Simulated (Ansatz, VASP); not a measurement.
## One calculation of NaCl, two programs

The input POSCAR:

```
NaCl
1.0
    0.0000000000      2.6647787748      3.1977345297
    2.6647787748      0.0000000000      3.1977345297
    2.6647787748      2.6647787748      0.0000000000
Na Cl
1 1
Direct
    0.0000000000      0.0000000000      0.0000000000
    0.5000000000      0.5000000000      0.5000000000
```

Contents of INCAR.step1:

```
PREC = Accurate
ENCUT = 520
ISMEAR = 0
SIGMA = 0.05
LREAL = F
LASPH = T
NELM = 80
NBANDS = 14
GGA = PE
ALGO = Normal
EDIFF = 1E-4
LWAVE = T
LCHARG = F
```

File INCAR.step2:

```
PREC = Accurate
ENCUT = 520
EDIFF = 1E-6
ISMEAR = 0
SIGMA = 0.05
LREAL = F
LASPH = T
NELM = 80
ALGO = Normal
ISIF = 2
LWAVE = F
LCHARG = F
METAGGA = R2SCAN
LMIXTAU = T
NBANDS = 14
ISTART = 1
```

Contents of KPOINTS:

```
regular mesh
0
Gamma
  8 8 8
```

Input for Ansatz:

```yaml
crystal:
  lattice:
    - [0.0, 2.6647787748, 3.1977345297]
    - [2.6647787748, 0.0, 3.1977345297]
    - [2.6647787748, 2.6647787748, 0.0]
  atoms:
    - { symbol: Na, position: [0.0, 0.0, 0.0] }
    - { symbol: Cl, position: [0.5, 0.5, 0.5] }
basis:
  ecutwfc: 500
kpoints:
  mp_grid: { grid: [8, 8, 8] }
hamiltonian:
  xc: r2scan
scf:
  occupations: { method: gaussian, width: 0.05 }
output:
  forces: true
  stress: true
  eigenvalues: true
```

Alike in both runs: task single point; functional r2SCAN; k mesh 8 × 8 × 8; occupations gaussian, width 0.05 eV; no spin polarisation.

|  | VASP | Ansatz |
| --- | --- | --- |
| version | VASP 6.6.1 | Ansatz 0.2.0 |
| potentials or method | VASP PAW PBE potentials, release 64 (Na_pv, Cl), cutoff 520 eV | scalar-relativistic, plane waves, PAW |
| valence electrons in the cell | 14 | 16 |

Ansatz gave:

| Property | Result |
| --- | --- |
| gap on the k mesh at the Fermi level (eV) | 5.86 |
| least direct gap on the mesh (eV) | 5.86 |
| pressure (GPa) | 1.2 |
| traceless stress, the component that is largest in VASP (GPa) | -4.04 |

Question: Estimate VASP's values.

Answer: gap on the k mesh at the Fermi level (eV): 5.87; least direct gap on the mesh (eV): 5.87; pressure (GPa): 1.0; traceless stress, the component that is largest in VASP (GPa): -3.97.

VASP's potentials were made for PBE, not for r2SCAN. VASP's potentials hold 14 valence electrons a cell and Ansatz's 16, so a difference there can come from the potentials and not from the codes.
